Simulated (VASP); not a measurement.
# Ca2W (P4/mmm) in VASP: single point with PBE

Aim: the single point of Ca2W with PBE.

Program: VASP 6.6.1. These are calculated values, not measurements. Logs are shortened: lines on timing, memory, paths and dates and some standing lists are left out, and cuts for length are marked.

### 1 The cell of the first run

It takes space group P4/mmm (No. 123, tetragonal). The conventional cell has a = 4.091 Å, b = 4.091 Å, c = 5.792 Å, α = 90.00°, β = 90.00°, γ = 90.00°. Ca (site symmetry 4/mmm) has 4 W at 2.89 Å within 3.8 Å. Ca (site symmetry 4/mmm) has 2 W at 2.90 Å within 3.8 Å. Within 3.8 Å of W (site symmetry 4/mmm) lie 6 Ca at 2.89 to 2.90 Å.

The cell was built from a structure type or drawn by symmetry, and may not be a known phase.

### 2 Single point, PBE

INCAR reads:

```
ALGO = Fast
EDIFF = 1E-6
ENCUT = 520
GGA = PE
ISIF = 2
ISMEAR = 0
LASPH = T
LCHARG = F
LREAL = F
LWAVE = F
NBANDS = 24
NELM = 100
PREC = Accurate
SIGMA = 0.1
```

KPOINTS reads:

```
k-points
0
Gamma
  12 12 8
```

POSCAR reads:

```
Ca2W
1.0
    4.0907621544      0.0000000000      0.0000000000
    0.0000000000      4.0907621544      0.0000000000
    0.0000000000      0.0000000000      5.7923367744
Ca W
2 1
Direct
    0.0000000000      0.0000000000      0.5000000000
    0.5000000000      0.5000000000      0.0000000000
    0.5000000000      0.5000000000      0.5000000000
```

Potentials or basis: VASP PAW PBE potentials, release 64 (Ca_sv, W_sv).

Started as:

```console
> cat potpaw_PBE.64/Ca_sv/POTCAR potpaw_PBE.64/W_sv/POTCAR > POTCAR
> mpirun -np 1 vasp_std > vasp.out
```

OUTCAR:

```text
EDIFF = 1E-6
   ENCUT = 520
   GGA = PE
   ISIF = 2
   ISMEAR = 0
   LASPH = T
   LREAL = F
   NELM = 100
   PREC = Accurate

 ion  position               nearest neighbor table
   1  0.000  0.000  0.500-   3 2.89   3 2.89   3 2.89   3 2.89
   2  0.500  0.500  0.000-   3 2.90   3 2.90
   3  0.500  0.500  0.500-   1 2.89   1 2.89   1 2.89   1 2.89   2 2.90   2 2.90

  LATTYP: Found a simple tetragonal cell.
 ALAT       =     4.0907621544
 C/A-ratio  =     1.4159554029

  Lattice vectors:

 A1 = (   4.0907621544,   0.0000000000,   0.0000000000)
 A2 = (   0.0000000000,   4.0907621544,   0.0000000000)
 A3 = (   0.0000000000,   0.0000000000,   5.7923367744)

Analysis of symmetry for initial positions (statically):
=====================================================================
 Subroutine PRICEL returns:
 Original cell was already a primitive cell.

 Routine SETGRP: Setting up the symmetry group for a
 simple tetragonal supercell.

 Subroutine GETGRP returns: Found 16 space group operations
 (whereof 16 operations were pure point group operations)
 out of a pool of 16 trial point group operations.

The static configuration has the point symmetry D_4h.

Analysis of symmetry for dynamics (positions and initial velocities):
=====================================================================
 Subroutine PRICEL returns:
 Original cell was already a primitive cell.

 Routine SETGRP: Setting up the symmetry group for a
 simple tetragonal supercell.

 Subroutine GETGRP returns: Found 16 space group operations
 (whereof 16 operations were pure point group operations)
 out of a pool of 16 trial point group operations.

The dynamic configuration has the point symmetry D_4h.

 Subroutine INISYM returns: Found 16 space group operations
 (whereof 16 operations are pure point group operations),
 and found     1 'primitive' translations

----------------------------------------------------------------------------------------

                                     Primitive cell

  volume of cell :      96.9309

  direct lattice vectors                    reciprocal lattice vectors
     4.090762154  0.000000000  0.000000000     0.244453225  0.000000000  0.000000000
     0.000000000  4.090762154  0.000000000     0.000000000  0.244453225  0.000000000
     0.000000000  0.000000000  5.792336774     0.000000000  0.000000000  0.172641895

  length of vectors
     4.090762154  4.090762154  5.792336774     0.244453225  0.244453225  0.172641895

  position of ions in fractional coordinates (direct lattice)
     0.000000000  0.000000000  0.500000000
     0.500000000  0.500000000  0.000000000
     0.500000000  0.500000000  0.500000000

  ion indices of the primitive-cell ions
   primitive index   ion index
                 1           1
                 2           2
                 3           3

----------------------------------------------------------------------------------------

 KPOINTS: k-points

Automatic generation of k-mesh.
 Grid dimensions read from file:
 generate k-points for:   12   12    8

 Generating k-lattice:

  Cartesian coordinates                     Fractional coordinates (reciprocal lattice)
     0.020371102  0.000000000  0.000000000     0.083333333  0.000000000  0.000000000
     0.000000000  0.020371102  0.000000000     0.000000000  0.083333333  0.000000000
     0.000000000  0.000000000  0.021580237     0.000000000  0.000000000  0.125000000

  Length of vectors
     0.020371102  0.020371102  0.021580237

  Shift w.r.t. Gamma in fractional coordinates (k-lattice)
     0.000000000  0.000000000  0.000000000

 Subroutine IBZKPT returns following result:
 ===========================================

 Found    140 irreducible k-points:

 Following reciprocal coordinates:
            Coordinates               Weight
  0.000000  0.000000  0.000000      1.000000
  0.083333  0.000000  0.000000      4.000000
  0.166667  0.000000  0.000000      4.000000
  0.250000  0.000000  0.000000      4.000000
  0.333333  0.000000  0.000000      4.000000
  0.416667  0.000000  0.000000      4.000000
[... 16 lines left out ...]
  0.333333  0.333333  0.000000      4.000000
  0.416667  0.333333  0.000000      8.000000
 [... further k-points ...]
   k-points           NKPTS =    140   k-points in BZ     NKDIM =    140   number of bands    NBANDS=     24
   number of dos      NEDOS =    301   number of ions     NIONS =      3
   total plane-waves  NPLWV =  43200
   dimension x,y,z NGX =    30 NGY =   30 NGZ =   48
   dimension x,y,z NGXF=    60 NGYF=   60 NGZF=   96
   ions per type =               2   1
   NGX,Y,Z   is equivalent  to a cutoff of  12.19, 12.19, 13.78 a.u.
   NGXF,Y,Z  is equivalent  to a cutoff of  24.38, 24.38, 27.55 a.u.
 SYSTEM =  unknown system
   PREC   = accura    normal or accurate (medium, high low for compatibility)
   ISTART =      0    job   : 0-new  1-cont  2-samecut
   ICHARG =      2    charge: 1-file 2-atom 10-const
   ISPIN  =      1    spin polarized calculation?
   LNONCOLLINEAR =      F non collinear calculations
   LSORBIT =      F    spin-orbit coupling
   LASPH  =      T    aspherical Exc in radial PAW
   ENCUT  =  520.0 eV  38.22 Ry    6.18 a.u.   7.61  7.61 10.77*2*pi/ulx,y,z
   NELM   =    100;   NELMIN=  2; NELMDL= -5     # of ELM steps
   EDIFF  = 0.1E-05   stopping-criterion for ELM
   LREAL  =      F    real-space projection
   EDIFFG = 0.1E-04   stopping-criterion for IOM
   NSW    =      0    number of steps for IOM
   IBRION =     -1    ionic relax: 0-MD 1-quasi-New 2-CG
   NFREE  =      0    steps in history (QN), initial steepest desc. (CG)
   ISIF   =      2    stress and relaxation
   ISYM   =      2    0-nonsym 1-usesym 2-fastsym
   POTIM  = 0.5000    time-step for ionic-motion
   TEBEG  =    0.0;   TEEND  =   0.0 temperature during run
   PSTRESS=    0.0 pullay stress
   NELECT =      34.0000    total number of electrons
   NUPDOWN=      -1.0000    fix difference up-down
   EMIN   =  10.00;   EMAX   =-10.00  energy-range for DOS
   EFERMI =   0.00;   METHOD = LEGACY
   ISMEAR =     0;   SIGMA  =   0.10  broadening in eV -4-tet -1-fermi 0-gaus
   EFERMI_NEDOS =   21; number of points for ismear=-14 and -15
   IALGO  =     68    algorithm
   IMIX   =      4    mixing-type and parameters
     AMIX     =   0.40;   BMIX     =  1.00
     AMIX_MAG =   1.60;   BMIX_MAG =  1.00
  volume/ion in A,a.u.               =      32.31       218.04
  Fermi-wavevector in a.u.,A,eV,Ry     =   1.154553  2.181788 18.136453  1.332992
  Thomas-Fermi vector in A             =   2.291188
   LORBIT       =      0    0 simple, 1 ext, 2 COOP (PROOUT), +10 PAW based schemes
   GGA     = PE    functional components
   LHFCALC =     F    Hartree Fock is set to
   AEXX    =    0.0000 exact exchange contribution
   IVDW    =     0    specifies the selected vdW correction
   LEPSILON=     F    determine dielectric tensor
   LRPA    =     F    only Hartree local field effects (RPA)
 non-spin polarized calculation
 RMM-DIIS sequential band-by-band and
 Gauss-broadening in eV      SIGMA  =   0.10
  energy-cutoff  :      520.00
  volume of cell :       96.93
 maximum number of plane-waves:      2632
   NGX = 15   NGY = 15   NGZ = 21

 number of electron      34.0000009 magnetization

 Free energy of the ion-electron system (eV)
  ---------------------------------------------------
  ext. energy  EPLUGINS =         0.00000000
  ---------------------------------------------------
  free energy    TOTEN  =       -12.01292429 eV

  energy without entropy =      -11.98836115  energy(sigma->0) =      -12.00064272

 E-fermi :   2.8347     XC(G=0):  -8.7629

 val. band max:        2.8330558474   @ k =   0.3333   0.3333   0.0000
 cond. band min:       2.8349373271   @ k =   0.0833   0.0000   0.2500
 fundamental gap:      0.0018814797
 Fermi energy:         2.8346943754

 k-point     1 :       0.0000    0.0000    0.0000
  band No.  band energies     occupation
      1     -70.5186      2.00000
      2     -38.2000      2.00000
      3     -36.9597      2.00000
      4     -34.8048      2.00000
      5     -34.8048      2.00000
      6     -34.6570      2.00000
[... 16 lines left out ...]
     23       8.2817      0.00000
     24       8.3009      0.00000

 k-point     2 :       0.0833    0.0000    0.0000
  band No.  band energies     occupation
      1     -70.5186      2.00000
      2     -38.1998      2.00000
      3     -36.9607      2.00000
      4     -34.8047      2.00000
      5     -34.8040      2.00000
      6     -34.6569      2.00000
[... 16 lines left out ...]
     23       8.0173      0.00000
     24       8.2433      0.00000

 k-point     3 :       0.1667    0.0000    0.0000
  band No.  band energies     occupation
      1     -70.5186      2.00000
      2     -38.1994      2.00000
      3     -36.9632      2.00000
      4     -34.8043      2.00000
      5     -34.8016      2.00000
      6     -34.6567      2.00000
[... 16 lines left out ...]
     23       7.2609      0.00000
     24       8.0730      0.00000

 k-point     4 :       0.2500    0.0000    0.0000
  band No.  band energies     occupation
      1     -70.5186      2.00000
      2     -38.1987      2.00000
      3     -36.9666      2.00000
      4     -34.8037      2.00000
      5     -34.7983      2.00000
      6     -34.6565      2.00000
[... 16 lines left out ...]
     23       6.7850      0.00000
     24       7.8423      0.00000

 k-point     5 :       0.3333    0.0000    0.0000
  band No.  band energies     occupation
      1     -70.5185      2.00000
      2     -38.1981      2.00000
      3     -36.9701      2.00000
      4     -34.8031      2.00000
      5     -34.7951      2.00000
      6     -34.6563      2.00000
[... 16 lines left out ...]
     23       6.4026      0.00000
     24       7.6168      0.00000

 k-point     6 :       0.4167    0.0000    0.0000
  band No.  band energies     occupation
      1     -70.5185      2.00000
      2     -38.1976      2.00000
      3     -36.9726      2.00000
      4     -34.8027      2.00000
      5     -34.7927      2.00000
      6     -34.6561      2.00000
[... 16 lines left out ...]
     23       6.2329      0.00000
     24       7.4548      0.00000
[... 379 lines left out ...]
 k-point    21 :       0.4167    0.2500    0.0000
  band No.  band energies     occupation
      1     -70.5184      2.00000
      2     -38.1964      2.00000
      3     -36.9641      2.00000
      4     -34.8102      2.00000
      5     -34.8021      2.00000
      6     -34.6557      2.00000
[... 16 lines left out ...]
     23       6.4286      0.00000
     24       6.9129      0.00000

 k-point    22 :       0.5000    0.2500    0.0000
  band No.  band energies     occupation
      1     -70.5184      2.00000
      2     -38.1962      2.00000
      3     -36.9639      2.00000
      4     -34.8092      2.00000
      5     -34.8038      2.00000
      6     -34.6556      2.00000
[... 16 lines left out ...]
     23       6.6398      0.00000
     24       6.9106      0.00000

 k-point    23 :       0.3333    0.3333    0.0000
  band No.  band energies     occupation
      1     -70.5184      2.00000
      2     -38.1962      2.00000
      3     -36.9618      2.00000
      4     -34.8131      2.00000
      5     -34.8032      2.00000
      6     -34.6556      2.00000
[... 16 lines left out ...]
     23       6.2882      0.00000
     24       6.9657      0.00000

 k-point    24 :       0.4167    0.3333    0.0000
  band No.  band energies     occupation
      1     -70.5184      2.00000
      2     -38.1958      2.00000
      3     -36.9598      2.00000
      4     -34.8134      2.00000
      5     -34.8073      2.00000
      6     -34.6555      2.00000
[... 16 lines left out ...]
     23       6.7443      0.00000
     24       7.1001      0.00000

 [... further k-points ...]
[... 5 lines left out ...]
  --------------------------------------------------------------------------------------
  -------------------------------------------------------------------------------------
  Total        0.0459156      0.0459156      0.0283052      0.0000000     -0.0000000      0.0000000
  in kB        0.7589419      0.7589419      0.4678584      0.0000000     -0.0000000      0.0000000
  external PRESSURE =       0.6619141 kB  Pullay stress =       0.0000000 kB

 VOLUME and BASIS-vectors are now :
 -----------------------------------------------------------------------------
  energy-cutoff  :      520.00
  volume of cell :       96.93
      direct lattice vectors                 reciprocal lattice vectors
     4.090762154  0.000000000  0.000000000     0.244453225  0.000000000  0.000000000
     0.000000000  4.090762154  0.000000000     0.000000000  0.244453225  0.000000000
     0.000000000  0.000000000  5.792336774     0.000000000  0.000000000  0.172641895

 POSITION                                       TOTAL-FORCE (eV/Angst)
 -----------------------------------------------------------------------------------
      0.00000      0.00000      2.89617         0.000000      0.000000      0.000000
      2.04538      2.04538      0.00000         0.000000      0.000000      0.000000
      2.04538      2.04538      2.89617         0.000000      0.000000      0.000000
 -----------------------------------------------------------------------------------
    total drift:                                0.000000      0.000000      0.000000

  FREE ENERGIE OF THE ION-ELECTRON SYSTEM (eV)
  ---------------------------------------------------
  free  energy   TOTEN  =       -12.0129242890 eV

  energy  without entropy=      -11.9883611471  energy(sigma->0) =      -12.00064272
```

Run time: 3 min. Hardware: 1 thread of Intel Xeon Platinum 8559C (Emerald Rapids), shared host; peak memory 0.42 GiB.

Results:

```yaml
Free_energy: -12.0129 eV
Pressure: 0.1 GPa
Band_gap_on_the_k_mesh: zero (bands 17 and 18 overlap by 0.62 eV)
```

Levels at points of the mesh, in eV from the Fermi level:
| k point | band 13 | band 14 | band 15 | band 16 | band 17 | band 18 | band 19 | band 20 | band 21 | band 22 |
| --- | --- | --- | --- | --- | --- | --- | --- | --- | --- | --- |
| (0.00, 0.00, 0.00) | -4.58 | -1.79 | -1.25 | -0.67 | -0.18 | -0.18 | 0.05 | 0.88 | 2.39 | 4.35 |
| (0.50, 0.00, 0.00) | -2.81 | -1.15 | -1.09 | -0.61 | 0.17 | 0.38 | 1.20 | 1.40 | 1.80 | 2.05 |
| (0.50, 0.50, 0.00) | -1.93 | -1.29 | -1.29 | -1.05 | -0.24 | 0.88 | 0.88 | 0.97 | 1.36 | 4.43 |
| (0.00, 0.00, 0.50) | -3.94 | -2.11 | -1.72 | -0.66 | -0.11 | 0.17 | 0.17 | 2.08 | 2.35 | 3.20 |
| (0.50, 0.00, 0.50) | -2.01 | -1.14 | -0.78 | -0.56 | 0.18 | 0.42 | 0.55 | 1.24 | 2.28 | 2.64 |
| (0.50, 0.50, 0.50) | -1.09 | -1.09 | -1.06 | -0.86 | 0.35 | 0.77 | 0.77 | 1.01 | 1.37 | 2.05 |

Caveat: spin-orbit coupling is left out, which moves the levels of the heavy elements.
